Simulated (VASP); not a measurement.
# AlN (P1) in VASP: a series of runs

AlN is run at these levels: PBE; tasks: single point.

Everything below comes from runs of VASP 6.6.1. Logs are shortened: lines on timing, memory, paths and dates and some standing lists are left out, and cuts for length are marked.

## (1) The cell of the first run

The typed cell holds 2 atoms: a = 3.103 Å, b = 3.092 Å, c = 3.076 Å, α = 60.04°, β = 60.93°, γ = 60.28°.

## (2) Single point, PBE

Input file INCAR:

```
PREC = Accurate ; ENCUT = 600
EDIFF = 1E-6 ; ISMEAR = 0
SIGMA = 0.01 ; LREAL = False
LASPH = True ; NELM = 120
ALGO = Normal ; ISIF = 2
LWAVE = False ; LCHARG = True
GGA = PE ; LELF = True
LVHAR = True ; NBANDS = 11
GGA_COMPAT = False
```

Input file KPOINTS:

```
regular mesh
0
Gamma
  6 6 6
```

Input file POSCAR:

```
AlN
1.0
   -0.0268051752      2.1807232987      2.2078679063
    2.1854254356     -0.0060398998      2.1871026309
    2.1876417294      2.1621643338     -0.0082561936
Al N
1 1
Direct
    0.9821100000      0.0105100000      0.0231300000
    0.7724500000      0.7357500000      0.7601700000
```

Potentials or basis: VASP PAW PBE potentials, release 64 (Al, N).

Launch:

```bash
> cat potpaw_PBE.64/Al/POTCAR potpaw_PBE.64/N/POTCAR > POTCAR
> mpirun -np 1 vasp_std > vasp.out
```

OUTCAR:

```text
PREC = Accurate
   ENCUT = 600
   EDIFF = 1E-6
   ISMEAR = 0
   LREAL = False
   LASPH = True
   NELM = 120
   ISIF = 2
   GGA = PE

 ion  position               nearest neighbor table
   1  0.982  0.011  0.023-   2 1.83   2 1.86   2 1.88   2 2.02
   2  0.772  0.736  0.760-   1 1.83   1 1.86   1 1.88   1 2.02

  LATTYP: Found a triclinic cell.
 ALAT       =     3.1033777267
 B/A-ratio  =     1.0095264813
 C/A-ratio  =     0.9962855462
 COS(alpha) =     0.0007505392
 COS(beta)  =     0.4957782815
 COS(gamma) =     0.5135135963

  Lattice vectors:

 A1 = (  -0.0268051752,   2.1807232987,   2.2078679063)
 A2 = (  -2.2144469046,   0.0185589649,   2.2161240999)
 A3 = (   2.1854254356,  -0.0060398998,   2.1871026309)

Analysis of symmetry for initial positions (statically):
=====================================================================
 Subroutine PRICEL returns:
 Original cell was already a primitive cell.

 Routine SETGRP: Setting up the symmetry group for a
 triclinic supercell.

 Subroutine GETGRP returns: Found  1 space group operations
 (whereof  1 operations were pure point group operations)
 out of a pool of  2 trial point group operations.

The static configuration has the point symmetry C_1 .

Analysis of symmetry for dynamics (positions and initial velocities):
=====================================================================
 Subroutine PRICEL returns:
 Original cell was already a primitive cell.

 Routine SETGRP: Setting up the symmetry group for a
 triclinic supercell.

 Subroutine GETGRP returns: Found  1 space group operations
 (whereof  1 operations were pure point group operations)
 out of a pool of  2 trial point group operations.

The dynamic configuration has the point symmetry C_1 .

 Subroutine INISYM returns: Found  1 space group operations
 (whereof  1 operations are pure point group operations),
 and found     1 'primitive' translations

----------------------------------------------------------------------------------------

                                     Primitive cell

  volume of cell :      21.0619

  direct lattice vectors                    reciprocal lattice vectors
    -0.026805175  2.180723299  2.207867906    -0.224520524  0.228025189  0.224978063
     2.185425436 -0.006039900  2.187102631     0.227509444 -0.229314835  0.229257662
     2.187641729  2.162164334 -0.008256194     0.227083236  0.231876510 -0.226268745

  length of vectors
     3.103377727  3.091850374  3.075841203     0.391177813  0.396112252  0.395640060

  position of ions in fractional coordinates (direct lattice)
     0.982110000  0.010510000  0.023130000
     0.772450000  0.735750000  0.760170000

  ion indices of the primitive-cell ions
   primitive index   ion index
                 1           1
                 2           2

----------------------------------------------------------------------------------------

 KPOINTS: regular mesh

Automatic generation of k-mesh.
 Grid dimensions read from file:
 generate k-points for:    6    6    6

 Generating k-lattice:

  Cartesian coordinates                     Fractional coordinates (reciprocal lattice)
    -0.037420087  0.038004198  0.037496344     0.166666667 -0.000000000 -0.000000000
     0.037918241 -0.038219139  0.038209610     0.000000000  0.166666667 -0.000000000
     0.037847206  0.038646085 -0.037711458    -0.000000000  0.000000000  0.166666667

  Length of vectors
     0.065196302  0.066018709  0.065940010

  Shift w.r.t. Gamma in fractional coordinates (k-lattice)
     0.000000000  0.000000000  0.000000000

 Subroutine IBZKPT returns following result:
 ===========================================

 Found    112 irreducible k-points:

 Following reciprocal coordinates:
            Coordinates               Weight
  0.000000  0.000000  0.000000      1.000000
  0.166667 -0.000000 -0.000000      2.000000
  0.333333 -0.000000  0.000000      2.000000
  0.500000 -0.000000  0.000000      1.000000
 -0.000000  0.166667  0.000000      2.000000
  0.166667  0.166667  0.000000      2.000000
[... 16 lines left out ...]
  0.333333 -0.000000  0.166667      2.000000
  0.500000 -0.000000  0.166667      2.000000
 [... further k-points ...]
   k-points           NKPTS =    112   k-points in BZ     NKDIM =    112   number of bands    NBANDS=     11
   number of dos      NEDOS =    301   number of ions     NIONS =      2
   total plane-waves  NPLWV =  21952
   dimension x,y,z NGX =    28 NGY =   28 NGZ =   28
   dimension x,y,z NGXF=    56 NGYF=   56 NGZF=   56
   ions per type =               1   1
   NGX,Y,Z   is equivalent  to a cutoff of  15.00, 15.06, 15.13 a.u.
   NGXF,Y,Z  is equivalent  to a cutoff of  30.00, 30.11, 30.27 a.u.
 SYSTEM =  unknown system
   PREC   = accura    normal or accurate (medium, high low for compatibility)
   ISTART =      0    job   : 0-new  1-cont  2-samecut
   ICHARG =      2    charge: 1-file 2-atom 10-const
   ISPIN  =      1    spin polarized calculation?
   LNONCOLLINEAR =      F non collinear calculations
   LSORBIT =      F    spin-orbit coupling
   LASPH  =      T    aspherical Exc in radial PAW
   ENCUT  =  600.0 eV  44.10 Ry    6.64 a.u.   6.20  6.18  6.14*2*pi/ulx,y,z
   NELM   =    120;   NELMIN=  2; NELMDL= -5     # of ELM steps
   EDIFF  = 0.1E-05   stopping-criterion for ELM
   LREAL  =      F    real-space projection
   EDIFFG = 0.1E-04   stopping-criterion for IOM
   NSW    =      0    number of steps for IOM
   IBRION =     -1    ionic relax: 0-MD 1-quasi-New 2-CG
   NFREE  =      0    steps in history (QN), initial steepest desc. (CG)
   ISIF   =      2    stress and relaxation
   ISYM   =      2    0-nonsym 1-usesym 2-fastsym
   POTIM  = 0.5000    time-step for ionic-motion
   TEBEG  =    0.0;   TEEND  =   0.0 temperature during run
   PSTRESS=    0.0 pullay stress
   NELECT =       8.0000    total number of electrons
   NUPDOWN=      -1.0000    fix difference up-down
   EMIN   =  10.00;   EMAX   =-10.00  energy-range for DOS
   EFERMI =   0.00;   METHOD = LEGACY
   ISMEAR =     0;   SIGMA  =   0.01  broadening in eV -4-tet -1-fermi 0-gaus
   EFERMI_NEDOS =   21; number of points for ismear=-14 and -15
   IALGO  =     38    algorithm
   IMIX   =      4    mixing-type and parameters
     AMIX     =   0.40;   BMIX     =  1.00
     AMIX_MAG =   1.60;   BMIX_MAG =  1.00
  volume/ion in A,a.u.               =      10.53        71.07
  Fermi-wavevector in a.u.,A,eV,Ry     =   1.185602  2.240464 19.125072  1.405653
  Thomas-Fermi vector in A             =   2.321793
   LORBIT       =      0    0 simple, 1 ext, 2 COOP (PROOUT), +10 PAW based schemes
   GGA     = PE    functional components
   LHFCALC =     F    Hartree Fock is set to
   AEXX    =    0.0000 exact exchange contribution
   IVDW    =     0    specifies the selected vdW correction
   LEPSILON=     F    determine dielectric tensor
   LRPA    =     F    only Hartree local field effects (RPA)
 non-spin polarized calculation
 Gauss-broadening in eV      SIGMA  =   0.01
  energy-cutoff  :      600.00
  volume of cell :       21.06
 maximum number of plane-waves:       719
 NGX is ok and might be reduce to    28
   NGX = 13   NGY = 13   NGZ = 13

 number of electron       8.0000000 magnetization

 Free energy of the ion-electron system (eV)
  ---------------------------------------------------
  ext. energy  EPLUGINS =         0.00000000
  ---------------------------------------------------
  free energy    TOTEN  =       -14.75605140 eV

  energy without entropy =      -14.75605140  energy(sigma->0) =      -14.75605140

 E-fermi :   6.1758     XC(G=0): -10.8827

 val. band max:        6.1214788696   @ k =   0.0000   0.0000   0.0000
 cond. band min:       9.1482870385   @ k =   0.5000   0.0000   0.5000
 fundamental gap:      3.0268081690
 Fermi energy:         6.1758374357

 k-point     1 :       0.0000    0.0000    0.0000
  band No.  band energies     occupation
      1      -9.0606      2.00000
      2       5.6364      2.00000
      3       5.8015      2.00000
      4       6.1215      2.00000
      5       9.9323      0.00000
      6      18.0656      0.00000
      7      18.4187      0.00000
      8      18.5245      0.00000
      9      23.2496      0.00000
     10      23.6309      0.00000
     11      24.2574      0.00000

 k-point     2 :       0.1667   -0.0000   -0.0000
  band No.  band energies     occupation
      1      -8.6828      2.00000
      2       4.1509      2.00000
      3       5.5199      2.00000
      4       5.6913      2.00000
      5      11.4962      0.00000
      6      17.2383      0.00000
      7      18.5144      0.00000
      8      18.5304      0.00000
      9      21.9237      0.00000
     10      22.0686      0.00000
     11      23.2288      0.00000

 k-point     3 :       0.3333   -0.0000    0.0000
  band No.  band energies     occupation
      1      -7.7528      2.00000
      2       1.4425      2.00000
      3       5.2997      2.00000
      4       5.4735      2.00000
      5      12.9783      0.00000
      6      16.1655      0.00000
      7      17.5041      0.00000
      8      17.6720      0.00000
      9      22.9053      0.00000
     10      23.4675      0.00000
     11      23.6789      0.00000

 k-point     4 :       0.5000   -0.0000    0.0000
  band No.  band energies     occupation
      1      -7.1357      2.00000
      2       0.1664      2.00000
      3       5.1975      2.00000
      4       5.3750      2.00000
      5      13.3531      0.00000
      6      15.7307      0.00000
      7      16.9623      0.00000
      8      17.1323      0.00000
      9      23.5677      0.00000
     10      25.6968      0.00000
     11      25.9995      0.00000

 k-point     5 :      -0.0000    0.1667    0.0000
  band No.  band energies     occupation
      1      -8.6642      2.00000
      2       3.8908      2.00000
      3       5.6628      2.00000
      4       5.9615      2.00000
      5      11.2891      0.00000
      6      17.3355      0.00000
      7      18.3785      0.00000
      8      18.7950      0.00000
      9      21.3841      0.00000
     10      21.6757      0.00000
     11      23.5556      0.00000
[... 211 lines left out ...]
 k-point    21 :       0.0000    0.0000    0.1667
  band No.  band energies     occupation
      1      -8.6662      2.00000
      2       3.9408      2.00000
      3       5.5642      2.00000
      4       5.9855      2.00000
      5      11.3175      0.00000
      6      17.3347      0.00000
      7      18.3782      0.00000
      8      18.7414      0.00000
      9      21.5740      0.00000
     10      21.6546      0.00000
     11      23.4841      0.00000

 k-point    22 :       0.1667    0.0000    0.1667
  band No.  band energies     occupation
      1      -8.5316      2.00000
      2       4.1202      2.00000
      3       5.2246      2.00000
      4       5.4293      2.00000
      5      11.6730      0.00000
      6      16.8046      0.00000
      7      18.5734      0.00000
      8      19.0425      0.00000
      9      19.1663      0.00000
     10      24.1260      0.00000
     11      26.0922      0.00000

 k-point    23 :       0.3333   -0.0000    0.1667
  band No.  band energies     occupation
      1      -7.7724      2.00000
      2       2.3071      2.00000
      3       4.7930      2.00000
      4       4.9218      2.00000
      5      12.5615      0.00000
      6      16.0650      0.00000
      7      17.0363      0.00000
      8      18.9134      0.00000
      9      20.7254      0.00000
     10      25.3552      0.00000
     11      25.6401      0.00000

 k-point    24 :       0.5000   -0.0000    0.1667
  band No.  band energies     occupation
      1      -6.9857      2.00000
      2       0.7187      2.00000
      3       4.2446      2.00000
      4       4.8883      2.00000
      5      13.1268      0.00000
      6      15.0475      0.00000
      7      17.8626      0.00000
      8      18.0901      0.00000
      9      22.4645      0.00000
     10      26.0303      0.00000
     11      26.2117      0.00000

 [... further k-points ...]
[... 5 lines left out ...]
  --------------------------------------------------------------------------------------
  -------------------------------------------------------------------------------------
  Total        0.4103477      0.6693954      0.5316431      0.3876209     -0.7853206      0.7595641
  in kB       31.2151472     50.9209017     40.4420860     29.4863200    -59.7393268     57.7800293
  external PRESSURE =      40.8593783 kB  Pullay stress =       0.0000000 kB

 VOLUME and BASIS-vectors are now :
 -----------------------------------------------------------------------------
  energy-cutoff  :      600.00
  volume of cell :       21.06
      direct lattice vectors                 reciprocal lattice vectors
    -0.026805175  2.180723299  2.207867906    -0.224520524  0.228025189  0.224978063
     2.185425436 -0.006039900  2.187102631     0.227509444 -0.229314835  0.229257662
     2.187641729  2.162164334 -0.008256194     0.227083236  0.231876510 -0.226268745

 POSITION                                       TOTAL-FORCE (eV/Angst)
 -----------------------------------------------------------------------------------
      0.04724      2.19166      2.19116        -1.085304      0.767597      0.255508
      3.25020      3.32367      3.30835         1.085304     -0.767597     -0.255508
 -----------------------------------------------------------------------------------
    total drift:                                0.000259     -0.000188     -0.000020

  FREE ENERGIE OF THE ION-ELECTRON SYSTEM (eV)
  ---------------------------------------------------
  free  energy   TOTEN  =       -14.7560514030 eV

  energy  without entropy=      -14.7560514030  energy(sigma->0) =      -14.75605140
```

It took 61 s on 1 thread of Intel Xeon 8259CL, shared host; peak memory 0.17 GiB.

What came out:

| Quantity | Value |
| --- | --- |
| Free energy | -14.7561 eV |
| Pressure | 4.1 GPa |
| Largest force | 1.354 eV/Å |
| Band gap on the k mesh | 3.03 eV, indirect (least direct gap 3.81 eV) |

Forces on the atoms (eV/Å):
```
Al  -1.085  0.768  0.256
N    1.085 -0.768 -0.256
```

Stress tensor (GPa, compression positive):
```
 3.12  2.95  5.78
 2.95  5.09 -5.97
 5.78 -5.97  4.04
```

Caveat: forces of over 1 eV/Å act on the atoms, so gaps and moduli don't describe the material at rest. A k mesh can miss the band edges.

## (3) Single point, PBE

This run uses another cell than the first one, of 10.64 Å³/atom, 1.010 times its volume.

Input file INCAR:

```
ALGO = Normal ; EDIFF = 1E-6
ENCUT = 600 ; GGA = PE
GGA_COMPAT = F ; ISIF = 2
ISMEAR = 0 ; LASPH = T
LCHARG = F ; LREAL = F
LWAVE = F ; NBANDS = 11
NELM = 120 ; PREC = Accurate
SIGMA = 0.01
```

Input file KPOINTS:

```
k-points
0
Gamma
  6 6 6
```

Input file POSCAR:

```
AlN
1.0
   -0.0268946756      2.1880045658      2.2152398071
    2.1927224027     -0.0060600666      2.1944051981
    2.1949460966      2.1693836339     -0.0082837604
Al N
1 1
Direct
    0.9821100000      0.0105100000      0.0231300000
    0.7724500000      0.7357500000      0.7601700000
```

Potentials or basis: VASP PAW PBE potentials, release 64 (Al, N).

Launch:

```bash
> cat potpaw_PBE.64/Al/POTCAR potpaw_PBE.64/N/POTCAR > POTCAR
> mpirun -np 1 vasp_std > vasp.out
```

Run time: 56 s. Hardware: 1 thread of Intel Xeon 8259CL, shared host; peak memory 0.17 GiB.

It converged, with:

| Item | Value |
| --- | --- |
| Free energy | -14.7604 eV |
| Pressure | 2.0 GPa |
| Largest force | 1.315 eV/Å |
| Band gap on the k mesh | 3.02 eV, indirect (least direct gap 3.72 eV) |

Forces in eV/Å, atoms in the order of the input:
```
Al  -1.056  0.744  0.245
N    1.056 -0.744 -0.245
```

Stress tensor (GPa, compression positive):
```
 1.10  2.77  5.46
 2.77  3.06 -5.59
 5.46 -5.59  1.98
```

Levels at points of the mesh, in eV from the valence-band top:
```tsv
k point	band 1	band 2	band 3	band 4	band 5	band 6	band 7	band 8	band 9
(0.00, 0.00, 0.00)	-15.13	-0.49	-0.32	0.00	3.72	11.85	12.20	12.30	17.05
(0.50, 0.00, 0.00)	-13.23	-5.91	-0.92	-0.75	7.13	9.54	10.77	10.94	17.31
(0.00, 0.50, 0.00)	-13.11	-6.10	-0.81	-0.52	6.80	9.38	10.49	11.10	17.36
(0.50, 0.50, 0.00)	-12.55	-5.15	-1.97	-1.95	3.07	8.24	13.25	15.13	15.47
(0.00, 0.00, 0.50)	-13.13	-6.07	-0.93	-0.46	6.85	9.40	10.64	10.94	17.33
(0.50, 0.00, 0.50)	-12.50	-5.03	-2.11	-2.02	3.02	8.07	13.46	15.17	15.22
(0.00, 0.50, 0.50)	-12.54	-5.14	-2.11	-1.85	3.08	8.26	13.26	15.10	15.45
(0.50, 0.50, 0.50)	-13.10	-6.01	-0.94	-0.58	6.79	9.45	10.38	11.02	17.34
```

Caveat: forces of over 1 eV/Å act on the atoms, so gaps and moduli don't describe the material at rest. A k mesh can miss the band edges.
